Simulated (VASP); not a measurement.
Set up this calculation in VASP 6.6.1, as the native input.

```yaml
Task: single point
Functional: PBEsol
Potentials_or_basis: VASP PAW PBE potentials, release 64 (Ta_pv)
Cutoff: 520 eV
k_mesh: 18 × 18 × 18
Occupations: methfessel-paxton, width 0.05 eV
Spin: no spin polarisation
Dipole_correction: no
Further_INCAR_settings: ALGO = Normal; EDIFF = 1e-06; NBANDS = 12
```

The structure of Ta lies in POSCAR:

```
Ta
1.0
   -1.6403090567      1.6403090567      1.6403090567
    1.6403090567     -1.6403090567      1.6403090567
    1.6403090567      1.6403090567     -1.6403090567
Ta
1
Direct
    0.0000000000      0.0000000000      0.0000000000
```

The input as run:

INCAR

```
SYSTEM = Ta
PREC = Accurate ; ENCUT = 520
EDIFF = 1E-6 ; ISMEAR = 1
SIGMA = 0.05 ; LREAL = .False.
LASPH = .True. ; NELM = 60
ALGO = Normal ; ISIF = 2
LWAVE = .False. ; LCHARG = .False.
GGA = PS ; NBANDS = 12
```

KPOINTS

```
regular mesh
0
Gamma
  18 18 18
  0 0 0
```

Potentials or basis: VASP PAW PBE potentials, release 64 (Ta_pv).

Command:

```bash
$ cat potpaw_PBE.64/Ta_pv/POTCAR > POTCAR
$ mpirun -np 1 vasp_std > vasp.out
```

It gave:

```json
{
 "Pressure": "0.2 GPa",
 "Band gap on the k mesh": "zero (an odd number of electrons rules out a gap without spin polarisation)"
}
```

Caveat: the PAW data sets were made with another functional, which shifts forces and pressure a little; spin-orbit coupling is left out, which moves the levels of the heavy elements.

It took 18 s on 1 thread of AMD EPYC 9R45 96-Core Processor (Zen 5), on a shared host, peak memory 0.14 GiB.
